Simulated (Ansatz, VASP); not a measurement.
**As: VASP beside Ansatz**

```
As
1.0
     1.87999    1.08541    3.32765
    -1.87999    1.08541    3.32765
     0.00000   -2.17082    3.32765
As
2
Direct
  0.76951 0.76951 0.76951
  0.23049 0.23049 0.23049
```

Alike in both runs: task single point; functional LDA; k mesh 3 × 3 × 3; occupations fermi-dirac, width 0.1 eV; no spin polarisation.

```csv
,VASP,Ansatz
version,VASP 6.6.1,Ansatz 0.2.0
potentials or method,"VASP PAW LDA potentials, release 64 (As), cutoff 500 eV","plane waves (420 eV) with PAW, scalar-relativistic"
valence electrons in the cell,10,30
```

Ansatz gave:

* pressure (GPa): 1.2
* traceless stress, the component that is largest in VASP (GPa): -2.75

What did VASP give for the same quantities?

Pressure (GPa): 1.7; traceless stress, the component that is largest in VASP (GPa): -2.84.

Ansatz warns that its potentials were made for another functional, while VASP's fit it. LDA's correlation is that of Perdew and Zunger in VASP and of Perdew and Wang (1992) in Ansatz. VASP's potentials hold 10 valence electrons a cell and Ansatz's 30, so a difference there can come from the potentials and not from the codes.

The k mesh is coarse, so the values compare programs but aren't converged.
